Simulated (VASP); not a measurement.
Cr, 3 atoms in the cell. It takes space group P6/mmm (No. 191, hexagonal). Conventional cell: a = 4.402 Å, b = 4.402 Å, c = 2.366 Å, α = 90.00°, β = 90.00°, γ = 120.00°. Cr (site symmetry 6/mmm) has 14 Cr at 2.37 to 2.80 Å within 3.1 Å. Cr (site symmetry -6m2) has 11 Cr at 2.37 to 2.80 Å within 3.1 Å. This isn't the form of Cr at room conditions, which is bcc.

```yaml
Program: VASP 6.6.1
Task: single point
Functional: BLYP
Potentials_or_basis: VASP PAW PBE potentials, release 64 (Cr_pv)
Cutoff: 520 eV
k_mesh: 10 × 10 × 15
Occupations: fermi-dirac, width 0.1 eV
Spin: no spin polarisation
Dipole_correction: no
Further_INCAR_settings: ALGO = Normal; EDIFF = 1e-06; NBANDS = 25
```

Potentials or basis: VASP PAW PBE potentials, release 64 (Cr_pv).

Command:

```bash
$ cat potpaw_PBE.64/Cr_pv/POTCAR > POTCAR
$ mpirun -np 1 vasp_std > vasp.out
```

Hardware: 1 thread of Intel(R) Xeon(R) 6975P-C (Granite Rapids), with other jobs on the host.

Question: How long does it take, and how much memory?

Answer: Wall time 67 s on 1 thread of Intel(R) Xeon(R) 6975P-C (Granite Rapids), on a shared host, peak memory 0.21 GiB. Counts: scf iterations 15, k points 112.
